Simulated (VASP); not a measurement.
# Te (Imma) in VASP: notebook

The runs below take Te through single point, with r2SCAN.

Everything below comes from runs of VASP 6.6.1. Logs are shortened: lines on timing, memory, paths and dates and some standing lists are left out, and cuts for length are marked.

## 1. The cell of the first run

The structure is orthorhombic, space group Imma (No. 74). Conventional cell: a = 5.993 Å, b = 7.854 Å, c = 3.111 Å, α = 90.00°, β = 90.00°, γ = 90.00°. Te (site symmetry mm2) has 4 Te at 3.00 to 3.11 Å within 3.9 Å.

## 2. Single point, r2SCAN

The input, POSCAR:

```
Te
1.0
   -2.9967142322      3.9269710573      1.5553545868
    2.9967142322     -3.9269710573      1.5553545868
    2.9967142322      3.9269710573     -1.5553545868
Te
2
Direct
    0.9990709800      0.2490709800      0.7500000000
    0.0009290000      0.7509290200      0.2500000000
```

The input, INCAR.step1:

```
  ALGO = Normal
  EDIFF = 1E-4
  ENCUT = 520
  GGA = PE
  ISMEAR = -1
  LASPH = True
  LCHARG = False
  LREAL = False
  LWAVE = True
  NBANDS = 13
  NELM = 80
  PREC = Accurate
  SIGMA = 0.05
```

The input, INCAR.step2:

```
  ALGO = Normal
  EDIFF = 1E-6
  ENCUT = 520
  ISIF = 2
  ISMEAR = -1
  ISTART = 1
  LASPH = True
  LCHARG = False
  LMIXTAU = True
  LREAL = False
  LWAVE = False
  METAGGA = R2SCAN
  NBANDS = 13
  NELM = 80
  PREC = Accurate
  SIGMA = 0.05
```

The input, KPOINTS:

```
k-points
0
Gamma
  11 11 11
```

Potentials or basis: VASP PAW PBE potentials, release 64 (Te).

Run with:

```
$ cat potpaw_PBE.64/Te/POTCAR > POTCAR
$ cp INCAR.step1 INCAR
$ mpirun -np 1 vasp_std > vasp.out
$ cp INCAR.step2 INCAR
$ mpirun -np 1 vasp_std > vasp.out
```

OUTCAR:

```text
EDIFF = 1E-6
   ENCUT = 520
   ISIF = 2
   ISMEAR = -1
   ISTART = 1
   LASPH = True
   LREAL = False
   METAGGA = R2SCAN
   NELM = 80
   PREC = Accurate

 ion  position               nearest neighbor table
   1  0.999  0.249  0.750-   2 3.00   2 3.00
   2  0.001  0.751  0.250-   1 3.00   1 3.00

  LATTYP: Found a body centered orthorhombic cell.
 ALAT       =     3.1107091736
 B/A-ratio  =     1.9267080688
 C/A-ratio  =     2.5248075845

  Lattice vectors:

 A1 = (   2.9967142322,  -3.9269710573,   1.5553545868)
 A2 = (  -2.9967142322,  -3.9269710573,  -1.5553545868)
 A3 = (   2.9967142322,   3.9269710573,  -1.5553545868)

Analysis of symmetry for initial positions (statically):
=====================================================================
 Subroutine PRICEL returns:
 Original cell was already a primitive cell.

 Routine SETGRP: Setting up the symmetry group for a
 body centered orthorhombic supercell.

 Subroutine GETGRP returns: Found  8 space group operations
 (whereof  4 operations were pure point group operations)
 out of a pool of  8 trial point group operations.

The static configuration has the point symmetry C_2h.
 The point group associated with its full space group is D_2h.

Analysis of symmetry for dynamics (positions and initial velocities):
=====================================================================
 Subroutine PRICEL returns:
 Original cell was already a primitive cell.

 Routine SETGRP: Setting up the symmetry group for a
 body centered orthorhombic supercell.

 Subroutine GETGRP returns: Found  8 space group operations
 (whereof  4 operations were pure point group operations)
 out of a pool of  8 trial point group operations.

The dynamic configuration has the point symmetry C_2h.
 The point group associated with its full space group is D_2h.

 Subroutine INISYM returns: Found  8 space group operations
 (whereof  4 operations are pure point group operations),
 and found     1 'primitive' translations

----------------------------------------------------------------------------------------

                                     Primitive cell

  volume of cell :      73.2137

  direct lattice vectors                    reciprocal lattice vectors
    -2.996714232  3.926971057  1.555354587     0.000000000  0.127324595  0.321470104
     2.996714232 -3.926971057  1.555354587     0.166849409  0.000000000  0.321470104
     2.996714232  3.926971057 -1.555354587     0.166849409  0.127324595  0.000000000

  length of vectors
     5.178853711  5.178853711  5.178853711     0.345766655  0.362190216  0.209881581

  position of ions in fractional coordinates (direct lattice)
     0.999070980  0.249070980  0.750000000
     0.000929000  0.750929020  0.250000000

  ion indices of the primitive-cell ions
   primitive index   ion index
                 1           1
                 2           2

----------------------------------------------------------------------------------------

 KPOINTS: k-points

Automatic generation of k-mesh.
 Grid dimensions read from file:
 generate k-points for:   11   11   11

 Generating k-lattice:

  Cartesian coordinates                     Fractional coordinates (reciprocal lattice)
     0.000000000  0.011574963  0.029224555     0.090909091  0.000000000  0.000000000
     0.015168128  0.000000000  0.029224555     0.000000000  0.090909091 -0.000000000
     0.015168128  0.011574963  0.000000000     0.000000000 -0.000000000  0.090909091

  Length of vectors
     0.031433332  0.032926383  0.019080144

  Shift w.r.t. Gamma in fractional coordinates (k-lattice)
     0.000000000  0.000000000  0.000000000

 Subroutine IBZKPT returns following result:
 ===========================================

 Found    216 irreducible k-points:

 Following reciprocal coordinates:
            Coordinates               Weight
  0.000000  0.000000  0.000000      1.000000
  0.090909  0.000000 -0.000000      4.000000
  0.181818  0.000000 -0.000000      4.000000
  0.272727  0.000000 -0.000000      4.000000
  0.363636  0.000000 -0.000000      4.000000
  0.454545  0.000000 -0.000000      4.000000
[... 16 lines left out ...]
  0.454545  0.181818 -0.000000      8.000000
 -0.454545  0.181818  0.000000      8.000000
 [... further k-points ...]
   k-points           NKPTS =    216   k-points in BZ     NKDIM =    216   number of bands    NBANDS=     13
   number of dos      NEDOS =    301   number of ions     NIONS =      2
   total plane-waves  NPLWV =  64000
   dimension x,y,z NGX =    40 NGY =   40 NGZ =   40
   dimension x,y,z NGXF=    80 NGYF=   80 NGZF=   80
   ions per type =               2
   NGX,Y,Z   is equivalent  to a cutoff of  12.84, 12.84, 12.84 a.u.
   NGXF,Y,Z  is equivalent  to a cutoff of  25.68, 25.68, 25.68 a.u.
 SYSTEM =  unknown system
   PREC   = accura    normal or accurate (medium, high low for compatibility)
   ISTART =      1    job   : 0-new  1-cont  2-samecut
   ICHARG =      0    charge: 1-file 2-atom 10-const
   ISPIN  =      1    spin polarized calculation?
   LNONCOLLINEAR =      F non collinear calculations
   LSORBIT =      F    spin-orbit coupling
   LASPH  =      T    aspherical Exc in radial PAW
   ENCUT  =  520.0 eV  38.22 Ry    6.18 a.u.   9.63  9.63  9.63*2*pi/ulx,y,z
   NELM   =     80;   NELMIN=  2; NELMDL=  0     # of ELM steps
   EDIFF  = 0.1E-05   stopping-criterion for ELM
   LREAL  =      F    real-space projection
   EDIFFG = 0.1E-04   stopping-criterion for IOM
   NSW    =      0    number of steps for IOM
   IBRION =     -1    ionic relax: 0-MD 1-quasi-New 2-CG
   NFREE  =      0    steps in history (QN), initial steepest desc. (CG)
   ISIF   =      2    stress and relaxation
   ISYM   =      2    0-nonsym 1-usesym 2-fastsym
   POTIM  = 0.5000    time-step for ionic-motion
   TEBEG  =    0.0;   TEEND  =   0.0 temperature during run
   PSTRESS=    0.0 pullay stress
   NELECT =      12.0000    total number of electrons
   NUPDOWN=      -1.0000    fix difference up-down
   EMIN   =  10.00;   EMAX   =-10.00  energy-range for DOS
   EFERMI =   0.00;   METHOD = LEGACY
   ISMEAR =    -1;   SIGMA  =   0.05  broadening in eV -4-tet -1-fermi 0-gaus
   EFERMI_NEDOS =   21; number of points for ismear=-14 and -15
   IALGO  =     38    algorithm
   IMIX   =      4    mixing-type and parameters
     AMIX     =   0.40;   BMIX     =  1.00
     AMIX_MAG =   1.60;   BMIX_MAG =  1.00
  volume/ion in A,a.u.               =      36.61       247.04
  Fermi-wavevector in a.u.,A,eV,Ry     =   0.895924  1.693051 10.921118  0.802680
  Thomas-Fermi vector in A             =   2.018317
   LORBIT       =      0    0 simple, 1 ext, 2 COOP (PROOUT), +10 PAW based schemes
   METAGGA = R2SCAN    functional components
   LHFCALC =     F    Hartree Fock is set to
   AEXX    =    0.0000 exact exchange contribution
   IVDW    =     0    specifies the selected vdW correction
   LEPSILON=     F    determine dielectric tensor
   LRPA    =     F    only Hartree local field effects (RPA)
 non-spin polarized calculation
  energy-cutoff  :      520.00
  volume of cell :       73.21
 maximum number of plane-waves:      1993
   NGX = 19   NGY = 19   NGZ = 19

 number of electron      12.0000000 magnetization

 Free energy of the ion-electron system (eV)
  ---------------------------------------------------
  ext. energy  EPLUGINS =         0.00000000
  ---------------------------------------------------
  free energy    TOTEN  =       -50.46720803 eV

  energy without entropy =      -50.45620188  energy(sigma->0) =      -50.46170496

 E-fermi :   4.5239     XC(G=0):  -9.1369

 val. band max:        4.5227253439   @ k =  -0.1818   0.4545   0.0909
 cond. band min:       4.5353761636   @ k =   0.1818   0.2727  -0.0000
 fundamental gap:      0.0126508197
 Fermi energy:         4.5239352457

 k-point     1 :       0.0000    0.0000    0.0000
  band No.  band energies     occupation
      1      -8.9983      2.00000
      2      -5.9029      2.00000
      3      -0.9788      2.00000
      4       2.5208      2.00000
      5       2.9196      2.00000
      6       7.4655      0.00000
      7       8.0906      0.00000
      8       8.2297      0.00000
      9       9.0347      0.00000
     10       9.2169      0.00000
     11      12.6014      0.00000
     12      14.6161      0.00000
     13      15.5494      0.00000

 k-point     2 :       0.0909    0.0000   -0.0000
  band No.  band energies     occupation
      1      -8.8740      2.00000
      2      -5.7932      2.00000
      3      -0.8896      2.00000
      4       2.6818      2.00000
      5       2.9193      2.00000
      6       6.2976      0.00000
      7       8.1435      0.00000
      8       8.2591      0.00000
      9       8.3440      0.00000
     10       9.3016      0.00000
     11      13.2812      0.00000
     12      14.6380      0.00000
     13      15.3119      0.00000

 k-point     3 :       0.1818    0.0000   -0.0000
  band No.  band energies     occupation
      1      -8.5099      2.00000
      2      -5.4692      2.00000
      3      -0.6348      2.00000
      4       2.9251      2.00000
      5       3.1488      2.00000
      6       4.1794      1.99797
      7       6.1016      0.00000
      8       8.6700      0.00000
      9       8.7544      0.00000
     10       9.9856      0.00000
     11      12.4671      0.00000
     12      13.4290      0.00000
     13      13.9801      0.00000
[... 305 lines left out ...]
 k-point    23 :       0.4545    0.1818   -0.0000
  band No.  band energies     occupation
      1      -7.0521      2.00000
      2      -4.8385      2.00000
      3       0.2674      2.00000
      4       0.7961      2.00000
      5       2.1493      2.00000
      6       2.8167      2.00000
      7       4.9209      0.00071
      8       8.4180      0.00000
      9       9.6355      0.00000
     10      10.3549      0.00000
     11      12.0140      0.00000
     12      12.7918      0.00000
     13      15.3946      0.00000

 k-point    24 :      -0.4545    0.1818    0.0000
  band No.  band energies     occupation
      1      -7.7203      2.00000
      2      -5.4603      2.00000
      3       0.3665      2.00000
      4       1.9141      2.00000
      5       2.6428      2.00000
      6       3.7285      2.00000
      7       4.2329      1.99409
      8       7.8769      0.00000
      9      10.4341      0.00000
     10      11.2269      0.00000
     11      11.6324      0.00000
     12      14.1115      0.00000
     13      14.1980      0.00000

 [... further k-points ...]

------------------------ aborting loop because EDIFF is reached ----------------------------------------

  FORCE on cell =-STRESS in cart. coord.  units (eV):
  Direction    XX          YY          ZZ          XY          YZ          ZX
  --------------------------------------------------------------------------------------
  -------------------------------------------------------------------------------------
  Total       -1.1431229     -0.2201943     -0.7264173      0.0000000      0.0000000      0.0000000
  in kB      -25.0156081     -4.8186379    -15.8966030      0.0000000      0.0000000      0.0000000
  external PRESSURE =     -15.2436163 kB  Pullay stress =       0.0000000 kB

 VOLUME and BASIS-vectors are now :
 -----------------------------------------------------------------------------
  energy-cutoff  :      520.00
  volume of cell :       73.21
      direct lattice vectors                 reciprocal lattice vectors
    -2.996714232  3.926971057  1.555354587     0.000000000  0.127324595  0.321470104
     2.996714232 -3.926971057  1.555354587     0.166849409  0.000000000  0.321470104
     2.996714232  3.926971057 -1.555354587     0.166849409  0.127324595  0.000000000

 POSITION                                       TOTAL-FORCE (eV/Angst)
 -----------------------------------------------------------------------------------
      0.00000      5.89046      0.77479         0.000000      0.000000      0.003382
      2.99671     -1.96349      0.78057        -0.000000     -0.000000     -0.003382
 -----------------------------------------------------------------------------------
    total drift:                                0.000007      0.000014      0.000002

  FREE ENERGIE OF THE ION-ELECTRON SYSTEM (eV)
  ---------------------------------------------------
  free  energy   TOTEN  =       -50.4672080291 eV

  energy  without entropy=      -50.4562018814  energy(sigma->0) =      -50.46170496
```

It took 9.3 min on 1 thread of Intel Xeon 6975P-C (Granite Rapids), shared host; peak memory 0.36 GiB.

Results:

```
Free energy            : -50.4672 eV
Pressure               : -1.5 GPa
Largest force          : 0.003 eV/Å
Band gap on the k mesh : zero (bands 6 and 7 overlap by 3.95 eV)
```

Forces on the atoms (eV/Å):
```
Te   0.000  0.000  0.003
Te   0.000  0.000 -0.003
```

Levels at points of the mesh, in eV from the Fermi level:
```csv
k point,band 2,band 3,band 4,band 5,band 6,band 7,band 8,band 9,band 10,band 11
"(0.00, 0.00, 0.00)",-10.43,-5.50,-2.00,-1.60,2.94,3.57,3.71,4.51,4.69,8.08
```

Caveat: the PAW data sets were made with another functional, which shifts forces and pressure a little; spin-orbit coupling is left out, which moves the levels of the heavy elements.

## 3. Single point, r2SCAN

This run uses another cell than the first one, of 38.01 Å³/atom.

The input, POSCAR:

```
Te
1.0
   -3.0346513511      3.9766848292      1.5750447098
    3.0346513511     -3.9766848292      1.5750447098
    3.0346513511      3.9766848292     -1.5750447098
Te
2
Direct
    0.9990709800      0.2490709800      0.7500000000
    0.0009290000      0.7509290200      0.2500000000
```

INCAR.step1 is that of step 2.

INCAR.step2 is that of step 2.

KPOINTS is that of step 2.

Potentials or basis: VASP PAW PBE potentials, release 64 (Te).

Run with:

```
$ cat potpaw_PBE.64/Te/POTCAR > POTCAR
$ cp INCAR.step1 INCAR
$ mpirun -np 1 vasp_std > vasp.out
$ cp INCAR.step2 INCAR
$ mpirun -np 1 vasp_std > vasp.out
```

It took 8 min on 1 thread of Intel Xeon 6975P-C (Granite Rapids), shared host; peak memory 0.38 GiB.

It converged, with:

- Free energy: -50.4283 eV
- Pressure: -2.9 GPa
- Largest force: 0.004 eV/Å
- Band gap on the k mesh: zero (bands 6 and 7 overlap by 3.74 eV)

Forces in eV/Å, atoms in the order of the input:
```
Te   0.000  0.000  0.004
Te   0.000  0.000 -0.004
```

Stress tensor (GPa, compression positive):
```
-4.46  0.00  0.00
 0.00 -0.73  0.00
 0.00  0.00 -3.42
```

Levels at points of the mesh, in eV from the Fermi level:
```csv
k point,band 4,band 5,band 6,band 7,band 8,band 9
"(0.00, 0.00, 0.00)",-1.88,-1.52,2.79,3.54,3.71,4.43
```

Caveat: the PAW data sets were made with another functional, which shifts forces and pressure a little; spin-orbit coupling is left out, which moves the levels of the heavy elements.

## 4. Single point, r2SCAN

This run uses another cell than the first one, of 39.42 Å³/atom.

The input, POSCAR:

```
Te
1.0
   -3.0716629421      4.0251857657      1.5942544654
    3.0716629421     -4.0251857657      1.5942544654
    3.0716629421      4.0251857657     -1.5942544654
Te
2
Direct
    0.9990709800      0.2490709800      0.7500000000
    0.0009290000      0.7509290200      0.2500000000
```

The input, INCAR.step1:

```
SYSTEM = Te
  PREC = Accurate
  ENCUT = 520
  ISMEAR = -1
  SIGMA = 0.05
  LREAL = .FALSE.
  LASPH = .TRUE.
  NELM = 60
  NBANDS = 13
  GGA = PE
  ALGO = Normal
  EDIFF = 1E-4
  LWAVE = .TRUE.
  LCHARG = .FALSE.
```

The input, INCAR.step2:

```
SYSTEM = Te
  PREC = Accurate
  ENCUT = 520
  EDIFF = 1E-6
  ISMEAR = -1
  SIGMA = 0.05
  LREAL = .FALSE.
  LASPH = .TRUE.
  NELM = 60
  ALGO = Normal
  ISIF = 2
  LWAVE = .FALSE.
  LCHARG = .FALSE.
  METAGGA = R2SCAN
  LMIXTAU = .TRUE.
  NBANDS = 13
  ISTART = 1
```

The input, KPOINTS:

```
Automatic mesh
0
G
  11 11 11
  0 0 0
```

Run with:

```
$ cat potpaw_PBE.64/Te/POTCAR > POTCAR
$ cp INCAR.step1 INCAR
$ mpirun -np 1 vasp_std > vasp.out
$ cp INCAR.step2 INCAR
$ mpirun -np 1 vasp_std > vasp.out
```

Wall time 7.6 min (1 thread of Intel Xeon 6975P-C (Granite Rapids), shared host); peak memory 0.38 GiB.

It converged, with:

```
Free energy            : -50.3683 eV
Pressure               : -3.9 GPa
Largest force          : 0.004 eV/Å
Band gap on the k mesh : zero (bands 6 and 7 overlap by 3.54 eV)
```

Forces in eV/Å, atoms in the order of the input:
```
Te   0.000  0.000  0.004
Te   0.000  0.000 -0.004
```

Stress tensor (GPa, compression positive):
```
-6.02  0.00  0.00
 0.00 -0.91  0.00
 0.00  0.00 -4.87
```

Levels at points of the mesh, in eV from the Fermi level:
```tsv
k point	band 2	band 3	band 4	band 5	band 6	band 7	band 8	band 9	band 10	band 11
(0.00, 0.00, 0.00)	-10.34	-5.06	-1.77	-1.45	2.65	3.38	3.85	4.19	4.63	8.02
```

Caveat: the stress differs along the axes, from -6 to -1 GPa; the PAW data sets were made with another functional, which shifts forces and pressure a little; spin-orbit coupling is left out, which moves the levels of the heavy elements.

## 5. Overview

```csv
cell,gap on the mesh (eV),pressure (GPa)
"a = 5.179 Å, angles 109.3, 81.4, 145.0°, 2 atoms",none,-1.5
"a = 5.244 Å, angles 109.3, 81.4, 145.0°, 2 atoms",none,-2.9
"a = 5.308 Å, angles 109.3, 81.4, 145.0°, 2 atoms",none,-3.9
```

Alike in all rows: task single point; level r2SCAN; potentials or basis VASP PAW PBE potentials, release 64 (Te); no spin polarisation; k mesh 11 × 11 × 11; cutoff (eV) 520; smearing fermi-dirac 0.05 eV.

Caveats: the PAW data sets were made with another functional, which shifts forces and pressure a little; spin-orbit coupling is left out, which moves the levels of the heavy elements; the stress differs along the axes, from -6 to -1 GPa (at least some runs).

Total energies depend on the potentials used, so only differences within one code and one set of settings carry meaning.

The gap in the log of VASP goes by the Fermi energy; the results here count the filled bands.